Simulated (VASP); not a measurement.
A run of VASP 6.6.1:

The input INCAR:

```
PREC     = Accurate       # precision mode
ENCUT    = 520            # plane-wave cutoff, eV
EDIFF    = 1E-6           # SCF threshold, eV
ISMEAR   = 1              # smearing method
SIGMA    = 0.1            # smearing width, eV
LREAL    = F              # projectors in reciprocal space
LASPH    = T              # aspherical terms in the spheres
NELM     = 60             # most SCF steps
ALGO     = Normal         # electronic algorithm
ISIF     = 2              # what is computed and relaxed
LWAVE    = F              # write WAVECAR
LCHARG   = F              # write CHGCAR
GGA      = PS             # functional
NBANDS   = 22             # bands
```

Contents of KPOINTS:

```
regular mesh
0
Gamma
  14 14 8
```

POSCAR

```
Rh
1.0
    2.6856520534      0.0000000000      0.0000000000
   -1.3428260267      2.3258429040      0.0000000000
    0.0000000000      0.0000000000      4.3383887041
Rh
2
Direct
    0.6666666667      0.3333333333      0.7500000000
    0.3333333333      0.6666666667      0.2500000000
```

Potentials or basis: VASP PAW PBE potentials, release 64 (Rh_pv).

Run with:

```sh
$ cat potpaw_PBE.64/Rh_pv/POTCAR > POTCAR
$ mpirun -np 1 vasp_std > vasp.out
```

Hardware: 1 thread of Intel(R) Xeon(R) Platinum 8259CL CPU @ 2.50GHz (Skylake/Cascade Lake), on a shared host.

Problem. How long does it take, and how much memory?

Solution. Run time: 53 s on 1 thread of Intel(R) Xeon(R) Platinum 8259CL CPU @ 2.50GHz (Skylake/Cascade Lake) (shared host), peak memory 0.17 GiB. Counts: scf iterations 11, k points 120.
